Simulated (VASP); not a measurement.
**Al12H: single point with PBE**

System: Al12H, a slab with vacuum.

```
Al H
1.0
     5.71430    0.00000    0.00000
    -2.85715    4.94873    0.00000
     0.00000    0.00000   21.60164
Al H
12 1
Direct
  0.33333 0.16667 0.18517
  0.33333 0.66667 0.18517
  0.83333 0.16667 0.18517
  0.83333 0.66667 0.18517
  0.16667 0.33333 0.29169
  0.16667 0.83333 0.29169
  0.66667 0.33333 0.29169
  0.66667 0.83333 0.29169
  0.00000 0.00000 0.39819
  0.00000 0.50000 0.39819
  0.50000 0.00000 0.39819
  0.50000 0.50000 0.39819
  0.11111 0.88889 0.47550
```

```yaml
Program: VASP 6.6.1
Task: single point
Functional: PBE
Potentials_or_basis: VASP PAW PBE potentials, release 64 (Al, H)
Cutoff: 520 eV
k_mesh: 6 × 6 × 1
Occupations: gaussian, width 0.1 eV
Spin: collinear spin
Starting_moments: "[0.0, 0.0, 0.0, 0.0, 0.0, 0.0, 0.0, 0.0, 0.0, 0.0, 0.0, 0.0, 1.0] μB"
Dipole_correction: yes
Further_INCAR_settings: ALGO = Normal; EDIFF = 1e-06; NBANDS = 34
```

The largest force is 1.337 eV/Å and the net moment is 0.00 μB per cell. The valence electrons inside the program's atomic spheres are Al 0.76, 0.78, 0.77, 0.74 (each value once); H 0.46.

Forces in eV/Å, atoms in the order of the input:
```
Al   0.033  0.139 -0.060
Al   0.105 -0.061 -0.058
Al  -0.032  0.019 -0.120
Al  -0.103 -0.098 -0.060
Al  -0.033  0.085 -0.064
Al   0.060 -0.034  0.298
Al   0.124 -0.072 -0.091
Al  -0.090 -0.013 -0.064
Al   0.389 -0.224  1.260
Al   0.016 -0.021  0.143
Al   0.026 -0.003  0.143
Al  -0.074  0.042 -0.101
H   -0.421  0.243 -1.226
```

Levels at points of the mesh, in eV from the Fermi level:
Spin up:
```
           k point  band 15  band 16  band 17  band 18  band 19  band 20  band 21  band 22
(0.00, 0.00, 0.00)    -2.78    -2.74    -1.51    -0.43    -0.39    -0.36    -0.16    -0.16
(0.50, 0.00, 0.00)    -0.55    -0.53    -0.36    -0.25     0.05     0.92     0.94     1.29
(0.50, 0.50, 0.00)    -0.53    -0.53    -0.26    -0.26    -0.11     0.89     0.92     1.30
```
Spin down:
| k point | band 14 | band 15 | band 16 | band 17 | band 18 | band 19 | band 20 | band 21 | band 22 | band 23 |
| --- | --- | --- | --- | --- | --- | --- | --- | --- | --- | --- |
| (0.00, 0.00, 0.00) | -2.81 | -2.78 | -2.74 | -1.51 | -0.43 | -0.39 | -0.36 | -0.16 | -0.16 | 0.19 |
| (0.50, 0.00, 0.00) | -1.64 | -0.55 | -0.53 | -0.36 | -0.25 | 0.05 | 0.92 | 0.94 | 1.29 | 1.47 |
| (0.50, 0.50, 0.00) | -1.64 | -0.53 | -0.53 | -0.26 | -0.26 | -0.11 | 0.89 | 0.92 | 1.30 | 1.46 |

Wall time 30 min on 1 thread of Oxide Virtual Turin-like Processor, on a shared host, peak memory 0.99 GiB.
